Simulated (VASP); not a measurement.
A run of VASP 6.6.1 is set up as follows.

Contents of INCAR:

```
SYSTEM = Ge
PREC     = Accurate       ! precision mode
ENCUT    = 600            ! plane-wave cutoff, eV
EDIFF    = 1E-6           ! SCF threshold, eV
ISMEAR   = 0              ! smearing method
SIGMA    = 0.1            ! smearing width, eV
LREAL    = .FALSE.        ! projectors in reciprocal space
LASPH    = .TRUE.         ! aspherical terms in the spheres
NELM     = 100            ! most SCF steps
ALGO     = Normal         ! electronic algorithm
ISIF     = 3              ! what is computed and relaxed
LWAVE    = .FALSE.        ! write WAVECAR
LCHARG   = .FALSE.        ! write CHGCAR
GGA      = PE             ! functional
IBRION   = 2              ! ionic algorithm
NSW      = 90             ! ionic steps
EDIFFG   = -0.04          ! ionic threshold
```

Contents of KPOINTS:

```
Automatic mesh
0
G
  6 6 6
  0 0 0
```

The input POSCAR:

```
Ge
1.0
    3.5813519300      0.0000000000      0.0000000000
    0.0000000000      3.5813519300      0.0000000000
    0.0000000000      0.0000000000      3.2583416300
Ge
2
Direct
    0.5000000000      0.0000000000      0.5117669600
    0.0000000000      0.5000000000      0.4882330400
```

Potentials or basis: VASP PAW PBE potentials, release 64 (Ge_d).

Command:

```bash
$ cat potpaw_PBE.64/Ge_d/POTCAR > POTCAR
$ mpirun -np 1 vasp_std > vasp.out
```

Q: Estimate the relaxed cell.

A: a = 3.803 Å, b = 3.803 Å, c = 2.764 Å, α = 90.00°, β = 90.00°, γ = 90.00°.

Q: What does it give for the band gap on the k mesh?

A: Zero (band 14 reaches 6.99 eV, above the bottom of band 15 at 3.52 eV).

Final structure:
```xyz
2
Lattice="3.8028 0.0000 0.0000 0.0000 3.8028 0.0000 0.0000 0.0000 2.7641" Properties=species:S:1:pos:R:3 pbc="T T T"
Ge    1.9014    0.0000    1.4144
Ge    0.0000    1.9014    1.3497
```
